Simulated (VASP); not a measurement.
A run of VASP 6.6.1 is set up as follows.

File INCAR:

```
PREC = Accurate
ENCUT = 600
EDIFF = 1E-6
ISMEAR = -1
SIGMA = 0.05
LREAL = False
LASPH = True
NELM = 80
ALGO = Normal
ISIF = 3
LWAVE = False
LCHARG = False
GGA = B5
ALDAX = 1.0
AGGAX = 1.0
AGGAC = 1.0
ALDAC = 0.0
IBRION = 2
NSW = 60
EDIFFG = -0.01
```

The input KPOINTS:

```
Automatic mesh
0
Gamma
  10 10 10
```

Contents of POSCAR:

```
ZrB
1.0
    0.0000000000      2.3250000000      2.3250000000
    2.3250000000      0.0000000000      2.3250000000
    2.3250000000      2.3250000000      0.0000000000
Zr B
1 1
Direct
    0.0000000000      0.0000000000      0.0000000000
    0.5000000000      0.5000000000      0.5000000000
```

Potentials or basis: VASP PAW PBE potentials, release 64 (Zr_sv, B).

Launch:

```sh
$ cat potpaw_PBE.64/Zr_sv/POTCAR potpaw_PBE.64/B/POTCAR > POTCAR
$ mpirun -np 1 vasp_std > vasp.out
```

Predict the relaxed volume.

15.30 Å³/atom.

Predict the band gap on the k mesh.

zero (an odd number of electrons rules out a gap without spin polarisation).

The path:
```
step  energy change (eV)  largest force (eV/Å)  pressure (GPa)  volume (Å³)
   1              0.0000                0.0000           42.34        25.14
   2              0.1223                0.0000          -22.06        39.26
   3             -0.6128                0.0000           -1.39        30.89
   4             -0.6140                0.0000           -0.29        30.65
   5             -0.6140                0.0000            0.28        30.54
   6             -0.6140                0.0000            0.29        30.54
   7             -0.6140                0.0000            0.30        30.54
   8             -0.6140                0.0000            0.27        30.54
   9             -0.6140                0.0000            0.27        30.54
  10             -0.6140                0.0000            0.27        30.54
  11             -0.6140                0.0000            0.27        30.54
  12             -0.6140                0.0000            0.27        30.54
  13             -0.6140                0.0000            0.27        30.54
  14             -0.6140                0.0000            0.27        30.54
  15             -0.6140                0.0000            0.28        30.54
  16             -0.6140                0.0000            0.25        30.55
  17             -0.6140                0.0000            0.22        30.55
  18             -0.6140                0.0000            0.15        30.57
  19             -0.6140                0.0000           -0.02        30.60
```

Caveat: the volume moved by over 15 % at a fixed basis, so the end points are rough; the PAW data sets were made with another functional, which shifts forces and pressure a little. Zero-point motion and thermal expansion aren't in these numbers.
